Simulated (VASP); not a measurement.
# Mg (Im-3m) in VASP: relaxation of cell and atoms with PBE

Aim: the relaxation of cell and atoms of Mg with PBE.

Everything below comes from runs of VASP 6.6.1. Logs are shortened: lines on timing, memory, paths and dates and some standing lists are left out, and cuts for length are marked.

### 1 The cell of the first run

It takes space group Im-3m (No. 229, cubic). The conventional cell has a = 5.283 Å, b = 5.283 Å, c = 5.283 Å, α = 90.00°, β = 90.00°, γ = 90.00°. Within 3.5 Å of Mg (site symmetry 4/mmm) lie 4 Mg at 2.64 Å.

The cell was generated, and may not be a known phase.

### 2 Relaxation of cell and atoms, PBE

File INCAR:

```
  PREC = Accurate
  ENCUT = 840
  EDIFF = 1E-7
  ISMEAR = 0
  SIGMA = 0.1
  LREAL = F
  LASPH = T
  NELM = 120
  ALGO = Normal
  ISIF = 3
  LWAVE = F
  LCHARG = F
  GGA = PE
  IBRION = 2
  NSW = 90
  EDIFFG = -0.04
  GGA_COMPAT = F
  NELMIN = 4
```

File KPOINTS:

```
Automatic mesh
0
Gamma
  6 6 6
```

File POSCAR:

```
Mg
1.0
   -2.6412619500      2.6412619500      2.6412619500
    2.6412619500     -2.6412619500      2.6412619500
    2.6412619500      2.6412619500     -2.6412619500
Mg
3
Direct
    0.0000000000      0.5000000000      0.5000000000
    0.5000000000      0.0000000000      0.5000000000
    0.5000000000      0.5000000000      0.0000000000
```

Potentials or basis: VASP PAW PBE potentials, release 64 (Mg_sv).

Command:

```console
$ cat potpaw_PBE.64/Mg_sv/POTCAR > POTCAR
$ mpirun -np 1 vasp_std > vasp.out
```

OUTCAR:

```text
PREC = Accurate
   ENCUT = 840
   EDIFF = 1E-7
   ISMEAR = 0
   LREAL = F
   LASPH = T
   NELM = 120
   ISIF = 3
   GGA = PE
   IBRION = 2
   NSW = 90
   EDIFFG = -0.04
   NELMIN = 4

 ion  position               nearest neighbor table
   1  0.000  0.500  0.500-
   2  0.500  0.000  0.500-
   3  0.500  0.500  0.000-

  LATTYP: Found a body centered cubic cell.
 ALAT       =     5.2825239000

  Lattice vectors:

 A1 = (  -2.6412619500,   2.6412619500,   2.6412619500)
 A2 = (   2.6412619500,  -2.6412619500,   2.6412619500)
 A3 = (   2.6412619500,   2.6412619500,  -2.6412619500)

Analysis of symmetry for initial positions (statically):
=====================================================================
 Subroutine PRICEL returns:
 Original cell was already a primitive cell.

 Routine SETGRP: Setting up the symmetry group for a
 body centered cubic supercell.

 Subroutine GETGRP returns: Found 48 space group operations
 (whereof 48 operations were pure point group operations)
 out of a pool of 48 trial point group operations.

The static configuration has the point symmetry O_h .

Analysis of symmetry for dynamics (positions and initial velocities):
=====================================================================
 Subroutine PRICEL returns:
 Original cell was already a primitive cell.

 Routine SETGRP: Setting up the symmetry group for a
 body centered cubic supercell.

 Subroutine GETGRP returns: Found 48 space group operations
 (whereof 48 operations were pure point group operations)
 out of a pool of 48 trial point group operations.

The dynamic configuration has the point symmetry O_h .

 Subroutine INISYM returns: Found 48 space group operations
 (whereof 48 operations are pure point group operations),
 and found     1 'primitive' translations

----------------------------------------------------------------------------------------

                                     Primitive cell

  volume of cell :      73.7046

  direct lattice vectors                    reciprocal lattice vectors
    -2.641261950  2.641261950  2.641261950     0.000000000  0.189303450  0.189303450
     2.641261950 -2.641261950  2.641261950     0.189303450  0.000000000  0.189303450
     2.641261950  2.641261950 -2.641261950     0.189303450  0.189303450  0.000000000

  length of vectors
     4.574799893  4.574799893  4.574799893     0.267715507  0.267715507  0.267715507

  position of ions in fractional coordinates (direct lattice)
     0.000000000  0.500000000  0.500000000
     0.500000000  0.000000000  0.500000000
     0.500000000  0.500000000  0.000000000

  ion indices of the primitive-cell ions
   primitive index   ion index
                 1           1
                 2           2
                 3           3

----------------------------------------------------------------------------------------

 KPOINTS: Automatic mesh

Automatic generation of k-mesh.
 Grid dimensions read from file:
 generate k-points for:    6    6    6

 Generating k-lattice:

  Cartesian coordinates                     Fractional coordinates (reciprocal lattice)
     0.000000000  0.031550575  0.031550575     0.166666667  0.000000000  0.000000000
     0.031550575  0.000000000  0.031550575     0.000000000  0.166666667  0.000000000
     0.031550575  0.031550575  0.000000000     0.000000000  0.000000000  0.166666667

  Length of vectors
     0.044619251  0.044619251  0.044619251

  Shift w.r.t. Gamma in fractional coordinates (k-lattice)
     0.000000000  0.000000000  0.000000000

 Subroutine IBZKPT returns following result:
 ===========================================

 Found     16 irreducible k-points:

 Following reciprocal coordinates:
            Coordinates               Weight
  0.000000  0.000000  0.000000      1.000000
  0.166667  0.000000  0.000000     12.000000
  0.333333  0.000000  0.000000     12.000000
  0.500000  0.000000  0.000000      6.000000
  0.166667  0.166667  0.000000     24.000000
  0.333333  0.166667  0.000000     48.000000
[... 8 lines left out ...]
  0.500000  0.500000  0.333333     12.000000
  0.500000  0.500000  0.500000      1.000000
   k-points           NKPTS =     16   k-points in BZ     NKDIM =     16   number of bands    NBANDS=     19
   number of dos      NEDOS =    301   number of ions     NIONS =      3
   total plane-waves  NPLWV = 110592
   dimension x,y,z NGX =    48 NGY =   48 NGZ =   48
   dimension x,y,z NGXF=    96 NGYF=   96 NGZF=   96
   ions per type =               3
   NGX,Y,Z   is equivalent  to a cutoff of  17.44, 17.44, 17.44 a.u.
   NGXF,Y,Z  is equivalent  to a cutoff of  34.89, 34.89, 34.89 a.u.
 SYSTEM =  unknown system
   PREC   = accura    normal or accurate (medium, high low for compatibility)
   ISTART =      0    job   : 0-new  1-cont  2-samecut
   ICHARG =      2    charge: 1-file 2-atom 10-const
   ISPIN  =      1    spin polarized calculation?
   LNONCOLLINEAR =      F non collinear calculations
   LSORBIT =      F    spin-orbit coupling
   LASPH  =      T    aspherical Exc in radial PAW
   ENCUT  =  840.0 eV  61.74 Ry    7.86 a.u.  10.81 10.81 10.81*2*pi/ulx,y,z
   NELM   =    120;   NELMIN=  4; NELMDL= -5     # of ELM steps
   EDIFF  = 0.1E-06   stopping-criterion for ELM
   LREAL  =      F    real-space projection
   EDIFFG = -.4E-01   stopping-criterion for IOM
   NSW    =     90    number of steps for IOM
   IBRION =      2    ionic relax: 0-MD 1-quasi-New 2-CG
   NFREE  =      1    steps in history (QN), initial steepest desc. (CG)
   ISIF   =      3    stress and relaxation
   ISYM   =      2    0-nonsym 1-usesym 2-fastsym
   POTIM  = 0.5000    time-step for ionic-motion
   TEBEG  =    0.0;   TEEND  =   0.0 temperature during run
   PSTRESS=    0.0 pullay stress
   NELECT =      30.0000    total number of electrons
   NUPDOWN=      -1.0000    fix difference up-down
   EMIN   =  10.00;   EMAX   =-10.00  energy-range for DOS
   EFERMI =   0.00;   METHOD = LEGACY
   ISMEAR =     0;   SIGMA  =   0.10  broadening in eV -4-tet -1-fermi 0-gaus
   EFERMI_NEDOS =   21; number of points for ismear=-14 and -15
   IALGO  =     38    algorithm
   IMIX   =      4    mixing-type and parameters
     AMIX     =   0.40;   BMIX     =  1.00
     AMIX_MAG =   1.60;   BMIX_MAG =  1.00
  volume/ion in A,a.u.               =      24.57       165.79
  Fermi-wavevector in a.u.,A,eV,Ry     =   1.213250  2.292711 20.027457  1.471977
  Thomas-Fermi vector in A             =   2.348708
   LORBIT       =      0    0 simple, 1 ext, 2 COOP (PROOUT), +10 PAW based schemes
   GGA     = PE    functional components
   LHFCALC =     F    Hartree Fock is set to
   AEXX    =    0.0000 exact exchange contribution
   IVDW    =     0    specifies the selected vdW correction
   LEPSILON=     F    determine dielectric tensor
   LRPA    =     F    only Hartree local field effects (RPA)
 conjugate gradient relaxation of ions
 non-spin polarized calculation
 Gauss-broadening in eV      SIGMA  =   0.10
  energy-cutoff  :      840.00
  volume of cell :       73.70
 maximum number of plane-waves:      4124
 NGX is ok and might be reduce to    48
   NGX = 21   NGY = 21   NGZ = 21

--------------------------------------- Ionic step        1  -------------------------------------------

 number of electron      29.9999978 magnetization

 Free energy of the ion-electron system (eV)
  ---------------------------------------------------
  ext. energy  EPLUGINS =         0.00000000
  ---------------------------------------------------
  free energy    TOTEN  =        -2.54661943 eV

  energy without entropy =       -2.54089553  energy(sigma->0) =       -2.54375748

------------------------ aborting loop because EDIFF is reached ----------------------------------------

  FORCE on cell =-STRESS in cart. coord.  units (eV):
  Direction    XX          YY          ZZ          XY          YZ          ZX
  --------------------------------------------------------------------------------------
  -------------------------------------------------------------------------------------
  Total        3.4062538      3.4062538      3.4062538      0.0000000      0.0000000     -0.0000000
  in kB       74.0445613     74.0445613     74.0445613      0.0000000      0.0000000     -0.0000000
  external PRESSURE =      74.0445613 kB  Pullay stress =       0.0000000 kB

 VOLUME and BASIS-vectors are now :
 -----------------------------------------------------------------------------
  energy-cutoff  :      840.00
  volume of cell :       73.70
      direct lattice vectors                 reciprocal lattice vectors
    -2.641261950  2.641261950  2.641261950     0.000000000  0.189303450  0.189303450
     2.641261950 -2.641261950  2.641261950     0.189303450  0.000000000  0.189303450
     2.641261950  2.641261950 -2.641261950     0.189303450  0.189303450  0.000000000

 POSITION                                       TOTAL-FORCE (eV/Angst)
 -----------------------------------------------------------------------------------
      2.64126      0.00000      0.00000         0.000000      0.000000      0.000000
      0.00000      2.64126      0.00000         0.000000      0.000000     -0.000000
      0.00000      0.00000      2.64126        -0.000000     -0.000000     -0.000000
 -----------------------------------------------------------------------------------
    total drift:                               -0.000000     -0.000000      0.000000

  FREE ENERGIE OF THE ION-ELECTRON SYSTEM (eV)
  ---------------------------------------------------
  free  energy   TOTEN  =        -2.5466194333 eV
[... 54 lines left out ...]
 VOLUME and BASIS-vectors are now :
 -----------------------------------------------------------------------------
  energy-cutoff  :      840.00
  volume of cell :       93.84
      direct lattice vectors                 reciprocal lattice vectors
    -2.862652711  2.862652711  2.862652711     0.000000000  0.174663171  0.174663171
     2.862652711 -2.862652711  2.862652711     0.174663171  0.000000000  0.174663171
     2.862652711  2.862652711 -2.862652711     0.174663171  0.174663171  0.000000000

 POSITION                                       TOTAL-FORCE (eV/Angst)
 -----------------------------------------------------------------------------------
      2.86265      0.00000      0.00000        -0.000000      0.000000      0.000000
      0.00000      2.86265      0.00000         0.000000      0.000000      0.000000
      0.00000      0.00000      2.86265         0.000000     -0.000000     -0.000000
 -----------------------------------------------------------------------------------
    total drift:                               -0.000000     -0.000000      0.000000

  FREE ENERGIE OF THE ION-ELECTRON SYSTEM (eV)
  ---------------------------------------------------
  free  energy   TOTEN  =        -2.9020333846 eV

  energy  without entropy=       -2.8909779231  energy(sigma->0) =       -2.89650565

--------------------------------------- Ionic step        4  -------------------------------------------

 number of electron      30.0000021 magnetization

 Free energy of the ion-electron system (eV)
  ---------------------------------------------------
  ext. energy  EPLUGINS =         0.00000000
  ---------------------------------------------------
  free energy    TOTEN  =        -2.90321810 eV

  energy without entropy =       -2.89326527  energy(sigma->0) =       -2.89824168

 E-fermi :   0.9423     XC(G=0):  -7.6700

 val. band max:        0.8580596941   @ k =  -0.3333   0.3333   0.1667
 cond. band min:       0.9606819138   @ k =  -0.1667   0.1667   0.1667
 fundamental gap:      0.1026222197
 Fermi energy:         0.9422803966

 k-point     1 :       0.0000    0.0000    0.0000
  band No.  band energies     occupation
      1     -75.2589      2.00000
      2     -75.2518      2.00000
      3     -75.2518      2.00000
      4     -42.0439      2.00000
      5     -42.0439      2.00000
      6     -42.0439      2.00000
[... 11 lines left out ...]
     18       4.3820      0.00000
     19       4.6354      0.00000

 k-point     2 :       0.1667    0.0000    0.0000
  band No.  band energies     occupation
      1     -75.2584      2.00000
      2     -75.2523      2.00000
      3     -75.2518      2.00000
      4     -42.0440      2.00000
      5     -42.0403      2.00000
      6     -42.0402      2.00000
[... 332 lines left out ...]
 VOLUME and BASIS-vectors are now :
 -----------------------------------------------------------------------------
  energy-cutoff  :      840.00
  volume of cell :       92.61
      direct lattice vectors                 reciprocal lattice vectors
    -2.850184991  2.850184991  2.850184991     0.000000000  0.175427210  0.175427210
     2.850184991 -2.850184991  2.850184991     0.175427210  0.000000000  0.175427210
     2.850184991  2.850184991 -2.850184991     0.175427210  0.175427210  0.000000000

 POSITION                                       TOTAL-FORCE (eV/Angst)
 -----------------------------------------------------------------------------------
      2.85018      0.00000      0.00000        -0.000000      0.000000      0.000000
      0.00000      2.85018      0.00000         0.000000     -0.000000     -0.000000
      0.00000      0.00000      2.85018        -0.000000     -0.000000     -0.000000
 -----------------------------------------------------------------------------------
    total drift:                               -0.000000     -0.000000      0.000000

  FREE ENERGIE OF THE ION-ELECTRON SYSTEM (eV)
  ---------------------------------------------------
  free  energy   TOTEN  =        -2.9032180982 eV

  energy  without entropy=       -2.8932652668  energy(sigma->0) =       -2.89824168

 reached required accuracy - stopping structural energy minimisation
```

Wall time 97 s (1 thread of Intel Xeon 6975P-C (Granite Rapids), shared host); peak memory 0.33 GiB.

What came out:

* Free energy: -2.9032 eV
* Relaxed volume: 30.87 Å³/atom
* Relaxed cell: a = 4.937 Å, b = 4.937 Å, c = 4.937 Å, α = 109.47°, β = 109.47°, γ = 109.47°
* Space group after relaxing (to 0.1 Å): Im-3m (No. 229)
* Energy gained by relaxing: 118.9 meV/atom
* Ionic steps: 4
* Pressure after relaxing: 0.0 GPa
* Band gap on the k mesh: zero (bands 15 and 16 overlap by 2.91 eV)

The path:
```csv
step,energy change (eV),largest force (eV/Å),pressure (GPa),volume (Å³)
1,0.0000,0.0000,7.40,73.70
2,-0.3300,0.0000,1.54,86.49
3,-0.3554,0.0000,-0.27,93.84
4,-0.3566,0.0000,-0.04,92.61
```

Final structure:
```
CELL_PARAMETERS angstrom
-2.85018 2.85018 2.85018
2.85018 -2.85018 2.85018
2.85018 2.85018 -2.85018
ATOMIC_POSITIONS crystal
Mg 0.00000 0.50000 0.50000
Mg 0.50000 0.00000 0.50000
Mg 0.50000 0.50000 0.00000
```

Caveat: the volume moved by over 15 % at a fixed basis, so the end points are rough.

The gap in the log of VASP goes by the Fermi energy; the results here count the filled bands.